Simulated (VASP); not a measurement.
# C in VASP: single point with r2SCAN

Aim: the single point of C with r2SCAN.

Program: VASP 6.6.1. These are calculated values, not measurements. Logs are shortened: lines on timing, memory, paths and dates and some standing lists are left out, and cuts for length are marked.

## (1) The cell of the first run

The cell holds a slab with vacuum, 12 atoms: a = 2.456 Å, b = 2.456 Å, c = 37.360 Å, α = 90.00°, β = 90.00°, γ = 120.00°.

## (2) Single point, r2SCAN

POSCAR reads:

```
C
1.0
    2.4558472450      0.0000000000      0.0000000000
   -1.2279236225      2.1268261020      0.0000000000
    0.0000000000      0.0000000000     37.3595968049
C
12
Direct
    0.6666666667      0.3333333333      0.2007516312
    0.3333333333      0.6666666667      0.2007536715
    0.6666666667      0.3333333333      0.2952152376
    0.0000000000      0.0000000000      0.2952131973
    0.3333333333      0.6666666667      0.3894005513
    0.6666666667      0.3333333333      0.3893958661
    0.6666666667      0.3333333333      0.6105994487
    0.3333333333      0.6666666667      0.6106041339
    0.3333333333      0.6666666667      0.7047847624
    0.0000000000      0.0000000000      0.7047868027
    0.6666666667      0.3333333333      0.7992463285
    0.3333333333      0.6666666667      0.7992483688
```

INCAR.step1 reads:

```
SYSTEM = C
PREC = Accurate ; ENCUT = 520
ISMEAR = 0 ; SIGMA = 0.1
LREAL = .False. ; LASPH = .True.
NELM = 100 ; LDIPOL = .True.
IDIPOL = 3 ; DIPOL = 0.5 0.5 0.500
NBANDS = 36 ; GGA = PE
ALGO = Normal ; EDIFF = 1E-4
LWAVE = .True. ; LCHARG = .False.
```

INCAR.step2 reads:

```
SYSTEM = C
PREC = Accurate ; ENCUT = 520
EDIFF = 1E-7 ; ISMEAR = 0
SIGMA = 0.1 ; LREAL = .False.
LASPH = .True. ; NELM = 100
ALGO = Normal ; ISIF = 2
LWAVE = .False. ; LCHARG = .False.
LDIPOL = .True. ; IDIPOL = 3
DIPOL = 0.5 0.5 0.500 ; METAGGA = R2SCAN
LMIXTAU = .True. ; NBANDS = 36
ISTART = 1
```

KPOINTS reads:

```
regular mesh
0
Gamma
  15 15 1
  0 0 0
```

Potentials or basis: VASP PAW PBE potentials, release 64 (C).

Run with:

```
cat potpaw_PBE.64/C/POTCAR > POTCAR
cp INCAR.step1 INCAR
mpirun -np 1 vasp_std > vasp.out
cp INCAR.step2 INCAR
mpirun -np 1 vasp_std > vasp.out
```

OUTCAR:

```text
SYSTEM = C
   PREC = Accurate
   ENCUT = 520
   EDIFF = 1E-7
   ISMEAR = 0
   LREAL = .False.
   LASPH = .True.
   NELM = 100
   ISIF = 2
   METAGGA = R2SCAN
   ISTART = 1

 ion  position               nearest neighbor table
   1  0.667  0.333  0.201-   2 1.42   2 1.42   2 1.42
   2  0.333  0.667  0.201-   1 1.42   1 1.42   1 1.42
   3  0.667  0.333  0.295-   4 1.42   4 1.42   4 1.42
   4  0.000  0.000  0.295-   3 1.42   3 1.42   3 1.42
   5  0.333  0.667  0.389-   6 1.42   6 1.42   6 1.42
   6  0.667  0.333  0.389-   5 1.42   5 1.42   5 1.42
   7  0.667  0.333  0.611-   8 1.42   8 1.42   8 1.42
   8  0.333  0.667  0.611-   7 1.42   7 1.42   7 1.42
   9  0.333  0.667  0.705-  10 1.42  10 1.42  10 1.42
  10  0.000  0.000  0.705-   9 1.42   9 1.42   9 1.42
  11  0.667  0.333  0.799-  12 1.42  12 1.42  12 1.42
  12  0.333  0.667  0.799-  11 1.42  11 1.42  11 1.42

  LATTYP: Found a hexagonal cell.
 ALAT       =     2.4558472450
 C/A-ratio  =    15.2125083842

  Lattice vectors:

 A1 = (   2.4558472450,   0.0000000000,   0.0000000000)
 A2 = (  -1.2279236225,   2.1268261020,   0.0000000000)
 A3 = (   0.0000000000,   0.0000000000,  37.3595968049)

Analysis of symmetry for initial positions (statically):
=====================================================================
 Subroutine PRICEL returns:
 Original cell was already a primitive cell.

 Routine SETGRP: Setting up the symmetry group for a
 hexagonal supercell.

 Subroutine GETGRP returns: Found 12 space group operations
 (whereof 12 operations were pure point group operations)
 out of a pool of 24 trial point group operations.

The static configuration has the point symmetry D_3d.

Analysis of symmetry for dynamics (positions and initial velocities):
=====================================================================
 Subroutine PRICEL returns:
 Original cell was already a primitive cell.

 Routine SETGRP: Setting up the symmetry group for a
 hexagonal supercell.

 Subroutine GETGRP returns: Found 12 space group operations
 (whereof 12 operations were pure point group operations)
 out of a pool of 24 trial point group operations.

The dynamic configuration has the point symmetry D_3d.

 Subroutine INISYM returns: Found 12 space group operations
 (whereof 12 operations are pure point group operations),
 and found     1 'primitive' translations

----------------------------------------------------------------------------------------

                                     Primitive cell

  volume of cell :     195.1352

  direct lattice vectors                    reciprocal lattice vectors
     2.455847245  0.000000000  0.000000000     0.407191450  0.235092093  0.000000000
    -1.227923623  2.126826102  0.000000000     0.000000000  0.470184186  0.000000000
     0.000000000  0.000000000 37.359596805     0.000000000  0.000000000  0.026766884

  length of vectors
     2.455847245  2.455847245 37.359596805     0.470184186  0.470184186  0.026766884

  position of ions in fractional coordinates (direct lattice)
     0.666666667  0.333333333  0.200751631
     0.333333333  0.666666667  0.200753672
     0.666666667  0.333333333  0.295215238
     0.000000000  0.000000000  0.295213197
     0.333333333  0.666666667  0.389400551
     0.666666667  0.333333333  0.389395866
     0.666666667  0.333333333  0.610599449
     0.333333333  0.666666667  0.610604134
     0.333333333  0.666666667  0.704784762
     0.000000000  0.000000000  0.704786803
     0.666666667  0.333333333  0.799246328
     0.333333333  0.666666667  0.799248369

  ion indices of the primitive-cell ions
   primitive index   ion index
                 1           1
                 2           2
                 3           3
                 4           4
                 5           5
                 6           6
                 7           7
                 8           8
                 9           9
                10          10
                11          11
                12          12

----------------------------------------------------------------------------------------

 KPOINTS: regular mesh

Automatic generation of k-mesh.
 Grid dimensions read from file:
 generate k-points for:   15   15    1

 Generating k-lattice:

  Cartesian coordinates                     Fractional coordinates (reciprocal lattice)
     0.027146097  0.015672806  0.000000000     0.066666667  0.000000000  0.000000000
     0.000000000  0.031345612  0.000000000     0.000000000  0.066666667  0.000000000
     0.000000000  0.000000000  0.026766884     0.000000000  0.000000000  1.000000000

  Length of vectors
     0.031345612  0.031345612  0.026766884

  Shift w.r.t. Gamma in fractional coordinates (k-lattice)
     0.000000000  0.000000000  0.000000000

 Subroutine IBZKPT returns following result:
 ===========================================

 Found     27 irreducible k-points:

 Following reciprocal coordinates:
            Coordinates               Weight
  0.000000  0.000000  0.000000      1.000000
  0.066667  0.000000  0.000000      6.000000
  0.133333  0.000000  0.000000      6.000000
  0.200000  0.000000  0.000000      6.000000
  0.266667  0.000000  0.000000      6.000000
  0.333333  0.000000  0.000000      6.000000
[... 16 lines left out ...]
  0.333333  0.200000  0.000000     12.000000
  0.400000  0.200000  0.000000      6.000000
 [... further k-points ...]
   k-points           NKPTS =     27   k-points in BZ     NKDIM =     27   number of bands    NBANDS=     36
   number of dos      NEDOS =    301   number of ions     NIONS =     12
   total plane-waves  NPLWV =  90720
   dimension x,y,z NGX =    18 NGY =   18 NGZ =  280
   dimension x,y,z NGXF=    36 NGYF=   36 NGZF=  560
   ions per type =              12
   NGX,Y,Z   is equivalent  to a cutoff of  12.18, 12.18, 12.46 a.u.
   NGXF,Y,Z  is equivalent  to a cutoff of  24.37, 24.37, 24.92 a.u.
 SYSTEM =  C
   PREC   = accura    normal or accurate (medium, high low for compatibility)
   ISTART =      1    job   : 0-new  1-cont  2-samecut
   ICHARG =      0    charge: 1-file 2-atom 10-const
   ISPIN  =      1    spin polarized calculation?
   LNONCOLLINEAR =      F non collinear calculations
   LSORBIT =      F    spin-orbit coupling
   LASPH  =      T    aspherical Exc in radial PAW
   ENCUT  =  520.0 eV  38.22 Ry    6.18 a.u.   4.57  4.57 69.46*2*pi/ulx,y,z
   NELM   =    100;   NELMIN=  2; NELMDL=  0     # of ELM steps
   EDIFF  = 0.1E-06   stopping-criterion for ELM
   LREAL  =      F    real-space projection
   EDIFFG = 0.1E-05   stopping-criterion for IOM
   NSW    =      0    number of steps for IOM
   IBRION =     -1    ionic relax: 0-MD 1-quasi-New 2-CG
   NFREE  =      0    steps in history (QN), initial steepest desc. (CG)
   ISIF   =      2    stress and relaxation
   ISYM   =      2    0-nonsym 1-usesym 2-fastsym
   POTIM  = 0.5000    time-step for ionic-motion
   TEBEG  =    0.0;   TEEND  =   0.0 temperature during run
   PSTRESS=    0.0 pullay stress
   NELECT =      48.0000    total number of electrons
   NUPDOWN=      -1.0000    fix difference up-down
   EMIN   =  10.00;   EMAX   =-10.00  energy-range for DOS
   EFERMI =   0.00;   METHOD = LEGACY
   ISMEAR =     0;   SIGMA  =   0.10  broadening in eV -4-tet -1-fermi 0-gaus
   EFERMI_NEDOS =   21; number of points for ismear=-14 and -15
   IALGO  =     38    algorithm
   IMIX   =      4    mixing-type and parameters
     AMIX     =   0.40;   BMIX     =  1.00
     AMIX_MAG =   1.60;   BMIX_MAG =  1.00
  volume/ion in A,a.u.               =      16.26       109.74
  Fermi-wavevector in a.u.,A,eV,Ry     =   1.025754  1.938395 14.315672  1.052172
  Thomas-Fermi vector in A             =   2.159611
   LORBIT       =      0    0 simple, 1 ext, 2 COOP (PROOUT), +10 PAW based schemes
   METAGGA = R2SCAN    functional components
   LHFCALC =     F    Hartree Fock is set to
   AEXX    =    0.0000 exact exchange contribution
   IVDW    =     0    specifies the selected vdW correction
   LEPSILON=     F    determine dielectric tensor
   LRPA    =     F    only Hartree local field effects (RPA)
 non-spin polarized calculation
 Gauss-broadening in eV      SIGMA  =   0.10
  energy-cutoff  :      520.00
  volume of cell :      195.14
 maximum number of plane-waves:      5340
   NGX =  9   NGY =  9   NGZ =139

 dipolmoment           0.000000      0.000000      0.000000 electrons x Angstroem

 number of electron      47.9999987 magnetization

 dipolmoment           0.000000      0.000000     -0.000000 electrons x Angstroem

 Free energy of the ion-electron system (eV)
  ---------------------------------------------------
  ext. energy  EPLUGINS =         0.00000000
  ---------------------------------------------------
  free energy    TOTEN  =      -119.18221225 eV

  energy without entropy =     -119.17820973  energy(sigma->0) =     -119.18021099

 E-fermi :   0.5622     XC(G=0):  -6.3851

 val. band max:        0.5582987581   @ k =   0.3333   0.3333   0.0000
 cond. band min:       0.5659779604   @ k =   0.3333   0.3333   0.0000
 fundamental gap:      0.0076792023
 Fermi energy:         0.5622441387

 k-point     1 :       0.0000    0.0000    0.0000
  band No.  band energies     occupation
      1     -20.3560      2.00000
      2     -20.3560      2.00000
      3     -20.2917      2.00000
      4     -20.2917      2.00000
      5     -20.2139      2.00000
      6     -20.2139      2.00000
[... 28 lines left out ...]
     35       9.0384      0.00000
     36       9.2837      0.00000

 k-point     2 :       0.0667    0.0000    0.0000
  band No.  band energies     occupation
      1     -20.2438      2.00000
      2     -20.2438      2.00000
      3     -20.1800      2.00000
      4     -20.1800      2.00000
      5     -20.1027      2.00000
      6     -20.1027      2.00000
[... 28 lines left out ...]
     35       9.1571      0.00000
     36       9.3573      0.00000

 k-point     3 :       0.1333    0.0000    0.0000
  band No.  band energies     occupation
      1     -19.9080      2.00000
      2     -19.9080      2.00000
      3     -19.8455      2.00000
      4     -19.8455      2.00000
      5     -19.7696      2.00000
      6     -19.7696      2.00000
[... 28 lines left out ...]
     35       9.3137      0.00000
     36       9.4006      0.00000
[... 742 lines left out ...]
 k-point    23 :       0.3333    0.2000    0.0000
  band No.  band energies     occupation
      1     -15.1058      2.00000
      2     -15.1058      2.00000
      3     -15.0638      2.00000
      4     -15.0638      2.00000
      5     -15.0097      2.00000
      6     -15.0097      2.00000
[... 28 lines left out ...]
     35      11.6392      0.00000
     36      11.7738      0.00000

 k-point    24 :       0.4000    0.2000    0.0000
  band No.  band energies     occupation
      1     -14.1280      2.00000
      2     -14.1280      2.00000
      3     -14.1074      2.00000
      4     -14.1074      2.00000
      5     -14.0772      2.00000
      6     -14.0772      2.00000
[... 28 lines left out ...]
     35      12.0748      0.00000
     36      12.0778      0.00000

 [... further k-points ...]

------------------------ aborting loop because EDIFF is reached ----------------------------------------

 vacuum level on the upper side and lower side of the slab       (xc-potential included)        -0.004        -0.004

  FORCE on cell =-STRESS in cart. coord.  units (eV):
  Direction    XX          YY          ZZ          XY          YZ          ZX
  --------------------------------------------------------------------------------------
  -------------------------------------------------------------------------------------
  Total        0.7228697      0.7228697     -0.0939328      0.0000000     -0.0000000      0.0000000
  in kB        5.9351965      5.9351965     -0.7712446      0.0000000     -0.0000000      0.0000000
  external PRESSURE =       3.6997161 kB  Pullay stress =       0.0000000 kB

 VOLUME and BASIS-vectors are now :
 -----------------------------------------------------------------------------
  energy-cutoff  :      520.00
  volume of cell :      195.14
      direct lattice vectors                 reciprocal lattice vectors
     2.455847245  0.000000000  0.000000000     0.407191450  0.235092093  0.000000000
    -1.227923623  2.126826102  0.000000000     0.000000000  0.470184186  0.000000000
     0.000000000  0.000000000 37.359596805     0.000000000  0.000000000  0.026766884

 POSITION                                       TOTAL-FORCE (eV/Angst)
 -----------------------------------------------------------------------------------
      1.22792      0.70894      7.50000         0.000000     -0.000000      0.005740
     -0.00000      1.41788      7.50008         0.000000      0.000000     -0.002682
      1.22792      0.70894     11.02912         0.000000      0.000000     -0.000856
      0.00000      0.00000     11.02905        -0.000000      0.000000      0.000599
     -0.00000      1.41788     14.54785         0.000000     -0.000000     -0.000131
      1.22792      0.70894     14.54767        -0.000000      0.000000      0.000794
      1.22792      0.70894     22.81175         0.000000      0.000000      0.000131
     -0.00000      1.41788     22.81192         0.000000     -0.000000     -0.000794
     -0.00000      1.41788     26.33047        -0.000000      0.000000      0.000856
      0.00000      0.00000     26.33055         0.000000     -0.000000     -0.000599
      1.22792      0.70894     29.85952        -0.000000      0.000000      0.002682
     -0.00000      1.41788     29.85960        -0.000000      0.000000     -0.005740
 -----------------------------------------------------------------------------------
    total drift:                                0.000000     -0.000000      0.000000

  FREE ENERGIE OF THE ION-ELECTRON SYSTEM (eV)
  ---------------------------------------------------
  free  energy   TOTEN  =      -119.1822122485 eV

  energy  without entropy=     -119.1782097280  energy(sigma->0) =     -119.18021099

 vacuum level on the upper side and lower side of the slab         4.848         4.848
```

It took 34 min on 1 thread of Intel Xeon Platinum 8175M at 2.50GHz (Skylake/Cascade Lake), shared host; peak memory 0.39 GiB.

What came out:

```
Free energy   : -119.1822 eV
Largest force : 0.006 eV/Å
```

Forces on the atoms (eV/Å):
```
C    0.000  0.000  0.006
C    0.000  0.000 -0.003
C    0.000  0.000 -0.001
C    0.000  0.000  0.001
C    0.000  0.000  0.000
C    0.000  0.000  0.001
C    0.000  0.000  0.000
C    0.000  0.000 -0.001
C    0.000  0.000  0.001
C    0.000  0.000 -0.001
C    0.000  0.000  0.003
C    0.000  0.000 -0.006
```

Caveat: the PAW data sets were made with another functional, which shifts forces and pressure a little.
